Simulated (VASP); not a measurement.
# BaS (Fm-3m) in VASP: notebook, part 2 of 2

VASP 6.6.1. The steps go on from the part before.

**3. Electric field gradients, LDA (volume scaled by 0.98)**

The input, INCAR:

```
SYSTEM = BaS
PREC = Accurate ; ENCUT = 520
EDIFF = 1E-8 ; ISMEAR = -1
SIGMA = 0.01 ; LREAL = .FALSE.
LASPH = .TRUE. ; NELM = 100
ALGO = Normal ; ISIF = 2
LWAVE = .FALSE. ; LCHARG = .FALSE.
GGA = CA ; LEFG = .TRUE.
NBANDS = 15
```

The input, KPOINTS:

```
Automatic mesh
0
G
  7 7 7
  0 0 0
```

The input, POSCAR:

```
BaS
1.0
    0.0000000000      3.1723147904      3.1723147904
    3.1723147904      0.0000000000      3.1723147904
    3.1723147904      3.1723147904      0.0000000000
Ba S
1 1
Direct
    0.0000000000      0.0000000000      0.0000000000
    0.5000000000      0.5000000000      0.5000000000
```

Potentials or basis: VASP PAW LDA potentials, release 64 (Ba_sv, S).

On the command line:

```sh
cat potpaw_LDA.64/Ba_sv/POTCAR potpaw_LDA.64/S/POTCAR > POTCAR
mpirun -np 1 vasp_std > vasp.out
```

OUTCAR:

```text
SYSTEM = BaS
   PREC = Accurate
   ENCUT = 520
   EDIFF = 1E-8
   ISMEAR = -1
   LREAL = .FALSE.
   LASPH = .TRUE.
   NELM = 100
   ISIF = 2
   GGA = CA

 ion  position               nearest neighbor table
   1  0.000  0.000  0.000-   2 3.17   2 3.17   2 3.17   2 3.17   2 3.17   2 3.17
   2  0.500  0.500  0.500-   1 3.17   1 3.17   1 3.17   1 3.17   1 3.17   1 3.17

  LATTYP: Found a face centered cubic cell.
 ALAT       =     6.3446295808

  Lattice vectors:

 A1 = (   0.0000000000,   3.1723147904,   3.1723147904)
 A2 = (   3.1723147904,   0.0000000000,   3.1723147904)
 A3 = (   3.1723147904,   3.1723147904,   0.0000000000)

Analysis of symmetry for initial positions (statically):
=====================================================================
 Subroutine PRICEL returns:
 Original cell was already a primitive cell.

 Routine SETGRP: Setting up the symmetry group for a
 face centered cubic supercell.

 Subroutine GETGRP returns: Found 48 space group operations
 (whereof 48 operations were pure point group operations)
 out of a pool of 48 trial point group operations.

The static configuration has the point symmetry O_h .

Analysis of symmetry for dynamics (positions and initial velocities):
=====================================================================
 Subroutine PRICEL returns:
 Original cell was already a primitive cell.

 Routine SETGRP: Setting up the symmetry group for a
 face centered cubic supercell.

 Subroutine GETGRP returns: Found 48 space group operations
 (whereof 48 operations were pure point group operations)
 out of a pool of 48 trial point group operations.

The dynamic configuration has the point symmetry O_h .

 Subroutine INISYM returns: Found 48 space group operations
 (whereof 48 operations are pure point group operations),
 and found     1 'primitive' translations

----------------------------------------------------------------------------------------

                                     Primitive cell

  volume of cell :      63.8497

  direct lattice vectors                    reciprocal lattice vectors
     0.000000000  3.172314790  3.172314790    -0.157613614  0.157613614  0.157613614
     3.172314790  0.000000000  3.172314790     0.157613614 -0.157613614  0.157613614
     3.172314790  3.172314790  0.000000000     0.157613614  0.157613614 -0.157613614

  length of vectors
     4.486330601  4.486330601  4.486330601     0.272994788  0.272994788  0.272994788

  position of ions in fractional coordinates (direct lattice)
     0.000000000  0.000000000  0.000000000
     0.500000000  0.500000000  0.500000000

  ion indices of the primitive-cell ions
   primitive index   ion index
                 1           1
                 2           2

----------------------------------------------------------------------------------------

 KPOINTS: Automatic mesh

Automatic generation of k-mesh.
 Grid dimensions read from file:
[... 77 lines left out ...]
   IALGO  =     38    algorithm
   IMIX   =      4    mixing-type and parameters
     AMIX     =   0.40;   BMIX     =  1.00
     AMIX_MAG =   1.60;   BMIX_MAG =  1.00
  volume/ion in A,a.u.               =      31.92       215.44
  Fermi-wavevector in a.u.,A,eV,Ry     =   1.032116  1.950417 14.493792  1.065264
  Thomas-Fermi vector in A             =   2.166298
   LORBIT       =      0    0 simple, 1 ext, 2 COOP (PROOUT), +10 PAW based schemes
   GGA     = CA    functional components
   LHFCALC =     F    Hartree Fock is set to
   AEXX    =    0.0000 exact exchange contribution
   IVDW    =     0    specifies the selected vdW correction
   LEPSILON=     F    determine dielectric tensor
   LRPA    =     F    only Hartree local field effects (RPA)
 non-spin polarized calculation
  energy-cutoff  :      520.00
  volume of cell :       63.85
 maximum number of plane-waves:      1759
 NGX is ok and might be reduce to    36
   NGX = 17   NGY = 17   NGZ = 17

 number of electron      16.0000000 magnetization

 Free energy of the ion-electron system (eV)
  ---------------------------------------------------
  ext. energy  EPLUGINS =         0.00000000
  ---------------------------------------------------
  free energy    TOTEN  =       -11.17118018 eV

  energy without entropy =      -11.17118018  energy(sigma->0) =      -11.17118018

 E-fermi :   1.6078     XC(G=0):  -9.0740

 val. band max:        1.3484737197   @ k =   0.0000   0.0000   0.0000
 cond. band min:       3.2758901898   @ k =   0.4286   0.4286   0.0000
 fundamental gap:      1.9274164700
 Fermi energy:         1.6077814717

 k-point     1 :       0.0000    0.0000    0.0000
  band No.  band energies     occupation
      1     -24.5907      2.00000
      2      -9.6614      2.00000
      3      -9.6614      2.00000
      4      -9.6614      2.00000
      5      -8.9984      2.00000
      6       1.3485      2.00000
      7       1.3485      2.00000
      8       1.3485      2.00000
      9       4.7591      0.00000
     10       5.0505      0.00000
     11       5.0505      0.00000
     12       5.0505      0.00000
     13       6.0572      0.00000
     14       6.0572      0.00000
[... 329 lines left out ...]
      2     -10.3811      2.00000
      3     -10.0698      2.00000
      4      -9.9052      2.00000
      5      -8.2506      2.00000
      6       0.1375      2.00000
      7       0.7370      2.00000
      8       0.8203      2.00000
      9       5.1167      0.00000
     10       6.0592      0.00000
     11       7.7545      0.00000
     12       8.3962      0.00000
     13       8.5656      0.00000
     14      10.5164      0.00000
     15      11.5196      0.00000

------------------------ aborting loop because EDIFF is reached ----------------------------------------

  FORCE on cell =-STRESS in cart. coord.  units (eV):
  Direction    XX          YY          ZZ          XY          YZ          ZX
  --------------------------------------------------------------------------------------
  -------------------------------------------------------------------------------------
  Total       -0.3802554     -0.3802554     -0.3802554      0.0000000     -0.0000000     -0.0000000
  in kB       -9.5417314     -9.5417314     -9.5417314      0.0000000     -0.0000000     -0.0000000
  external PRESSURE =      -9.5417314 kB  Pullay stress =       0.0000000 kB

 VOLUME and BASIS-vectors are now :
 -----------------------------------------------------------------------------
  energy-cutoff  :      520.00
  volume of cell :       63.85
      direct lattice vectors                 reciprocal lattice vectors
     0.000000000  3.172314790  3.172314790    -0.157613614  0.157613614  0.157613614
     3.172314790  0.000000000  3.172314790     0.157613614 -0.157613614  0.157613614
     3.172314790  3.172314790  0.000000000     0.157613614  0.157613614 -0.157613614

 POSITION                                       TOTAL-FORCE (eV/Angst)
 -----------------------------------------------------------------------------------
      0.00000      0.00000      0.00000        -0.000000     -0.000000     -0.000000
      3.17231      3.17231      3.17231         0.000000      0.000000      0.000000
 -----------------------------------------------------------------------------------
    total drift:                                0.000000      0.000000      0.000000

  FREE ENERGIE OF THE ION-ELECTRON SYSTEM (eV)
  ---------------------------------------------------
  free  energy   TOTEN  =       -11.1711801761 eV

  energy  without entropy=      -11.1711801761  energy(sigma->0) =      -11.17118018

 Electric field gradients (V/A^2)
---------------------------------------------------------------------
 ion       V_xx      V_yy      V_zz      V_xy      V_xz      V_yz
---------------------------------------------------------------------
   1      -0.000    -0.000     0.000     0.000     0.000     0.000
   2       0.000    -0.000    -0.000     0.000     0.000     0.000
---------------------------------------------------------------------

 Electric field gradients after diagonalization (V/A^2)
 (convention: |V_zz| > |V_xx| > |V_yy|)
----------------------------------------------------------------------
 ion       V_xx      V_yy      V_zz     asymmetry (V_yy - V_xx)/ V_zz
----------------------------------------------------------------------
   1      -0.000    -0.000     0.000       0.000
   2      -0.000    -0.000     0.001       0.000
----------------------------------------------------------------------

           NMR quadrupolar parameters

 Cq : quadrupolar parameter    Cq=e*Q*V_zz/h
 eta: asymmetry parameters     (V_yy - V_xx)/ V_zz
 Q  : nuclear electric quadrupole moment in mb (millibarn)
----------------------------------------------------------------------
 ion       Cq(MHz)       eta       Q (mb)
----------------------------------------------------------------------
   1       0.000       0.000       1.000
   2       0.000       0.000       1.000
----------------------------------------------------------------------
```

Run time: 32 s. Hardware: 1 thread of AMD EPYC 7R13, shared host; peak memory 0.15 GiB.

Results:

```yaml
Free_energy: -11.1712 eV
Pressure: -1.0 GPa
Band_gap_on_the_k_mesh: 1.93 eV, indirect (least direct gap 2.07 eV)
```

Caveat: without QUAD_EFG the Cq values of the log hold for a quadrupole moment of 1 mb, not for the nuclei; spin-orbit coupling is left out, which moves the levels of the heavy elements. A k mesh can miss the band edges.

**4. Electric field gradients, LDA (volume scaled by 1.01)**

The input, INCAR:

```
ALGO = Normal
EDIFF = 1E-8
ENCUT = 520
ISIF = 2
ISMEAR = -1
LASPH = T
LCHARG = F
LEFG = T
LREAL = F
LWAVE = F
NBANDS = 15
NELM = 60
PREC = Accurate
SIGMA = 0.01
```

The input, KPOINTS:

```
k-points
0
Gamma
  7 7 7
```

The input, POSCAR:

```
BaS
1.0
    0.0000000000      3.2043605431      3.2043605431
    3.2043605431      0.0000000000      3.2043605431
    3.2043605431      3.2043605431      0.0000000000
Ba S
1 1
Direct
    0.0000000000      0.0000000000      0.0000000000
    0.5000000000      0.5000000000      0.5000000000
```

Potentials or basis: VASP PAW LDA potentials, release 64 (Ba_sv, S).

On the command line:

```sh
cat potpaw_LDA.64/Ba_sv/POTCAR potpaw_LDA.64/S/POTCAR > POTCAR
mpirun -np 1 vasp_std > vasp.out
```

OUTCAR:

```text
EDIFF = 1E-8
   ENCUT = 520
   ISIF = 2
   ISMEAR = -1
   LASPH = T
   LREAL = F
   NELM = 60
   PREC = Accurate

 ion  position               nearest neighbor table
   1  0.000  0.000  0.000-   2 3.20   2 3.20   2 3.20   2 3.20   2 3.20   2 3.20
   2  0.500  0.500  0.500-   1 3.20   1 3.20   1 3.20   1 3.20   1 3.20   1 3.20

  LATTYP: Found a face centered cubic cell.
 ALAT       =     6.4087210862

  Lattice vectors:

 A1 = (   0.0000000000,   3.2043605431,   3.2043605431)
 A2 = (   3.2043605431,   0.0000000000,   3.2043605431)
 A3 = (   3.2043605431,   3.2043605431,   0.0000000000)

Analysis of symmetry for initial positions (statically):
=====================================================================
 Subroutine PRICEL returns:
 Original cell was already a primitive cell.

 Routine SETGRP: Setting up the symmetry group for a
 face centered cubic supercell.

[... 541 lines left out ...]
  volume of cell :       65.80
      direct lattice vectors                 reciprocal lattice vectors
     0.000000000  3.204360543  3.204360543    -0.156037373  0.156037373  0.156037373
     3.204360543  0.000000000  3.204360543     0.156037373 -0.156037373  0.156037373
     3.204360543  3.204360543  0.000000000     0.156037373  0.156037373 -0.156037373

 POSITION                                       TOTAL-FORCE (eV/Angst)
 -----------------------------------------------------------------------------------
      0.00000      0.00000      0.00000         0.000000     -0.000000      0.000000
      3.20436      3.20436      3.20436        -0.000000      0.000000     -0.000000
 -----------------------------------------------------------------------------------
    total drift:                                0.000000      0.000000      0.000000

  FREE ENERGIE OF THE ION-ELECTRON SYSTEM (eV)
  ---------------------------------------------------
  free  energy   TOTEN  =       -11.1516486258 eV

  energy  without entropy=      -11.1516486258  energy(sigma->0) =      -11.15164863

 Electric field gradients (V/A^2)
---------------------------------------------------------------------
 ion       V_xx      V_yy      V_zz      V_xy      V_xz      V_yz
---------------------------------------------------------------------
   1       0.000     0.000     0.000     0.000     0.000     0.000
   2      -0.000     0.000     0.000     0.000     0.000     0.000
---------------------------------------------------------------------

 Electric field gradients after diagonalization (V/A^2)
 (convention: |V_zz| > |V_xx| > |V_yy|)
----------------------------------------------------------------------
 ion       V_xx      V_yy      V_zz     asymmetry (V_yy - V_xx)/ V_zz
----------------------------------------------------------------------
   1      -0.000    -0.000     0.000       0.000
   2      -0.000    -0.000     0.001       0.000
----------------------------------------------------------------------

           NMR quadrupolar parameters

 Cq : quadrupolar parameter    Cq=e*Q*V_zz/h
 eta: asymmetry parameters     (V_yy - V_xx)/ V_zz
 Q  : nuclear electric quadrupole moment in mb (millibarn)
----------------------------------------------------------------------
 ion       Cq(MHz)       eta       Q (mb)
----------------------------------------------------------------------
   1       0.000       0.000       1.000
   2       0.000       0.000       1.000
----------------------------------------------------------------------
```

It took 34 s on 1 thread of AMD EPYC 7R13, shared host; peak memory 0.15 GiB.

Results:

```
Free energy            : -11.1516 eV
Pressure               : -2.2 GPa
Band gap on the k mesh : 1.98 eV, indirect (least direct gap 2.13 eV)
```

Caveat: without QUAD_EFG the Cq values of the log hold for a quadrupole moment of 1 mb, not for the nuclei; spin-orbit coupling is left out, which moves the levels of the heavy elements.
